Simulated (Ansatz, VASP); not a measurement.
# Two plane-wave programs on Au

```
CELL_PARAMETERS angstrom
0.00000 2.01482 2.04550
2.01482 0.00000 2.04550
2.01482 2.01482 0.00000
ATOMIC_POSITIONS crystal
Au 0.00000 0.00000 0.00000
```

Change from the starting cell: strain -0.015 along x and y, +0.000 along z, atoms carried along.

Alike in both runs: task single point; functional PBE; k mesh 20 × 20 × 20; occupations gaussian, width 0.15 eV; no spin polarisation.

|  | VASP | Ansatz |
| --- | --- | --- |
| version | VASP 6.6.1 | Ansatz 0.2.0 |
| potentials or method | VASP PAW PBE potentials, release 64 (Au), cutoff 520 eV | scalar-relativistic, plane waves, PAW |
| valence electrons in the cell | 11 | 19 |

|  | VASP | Ansatz | Ansatz less VASP |
| --- | --- | --- | --- |
| gap on the k mesh at the Fermi level (eV) | none | none | - |
| pressure (GPa) | 13.6 | 14.0 | +0.34 |
| traceless stress, the component that is largest in VASP (GPa) | -0.41 | -0.40 | +0.004 |

A gap of «none» marks a metal or a gap that the smearing closes. The functional is the same, so the differences come from potentials, cutoffs and numerics. VASP's potentials hold 11 valence electrons a cell and Ansatz's 19, so a difference there can come from the potentials and not from the codes.

Spin-orbit coupling is off throughout.
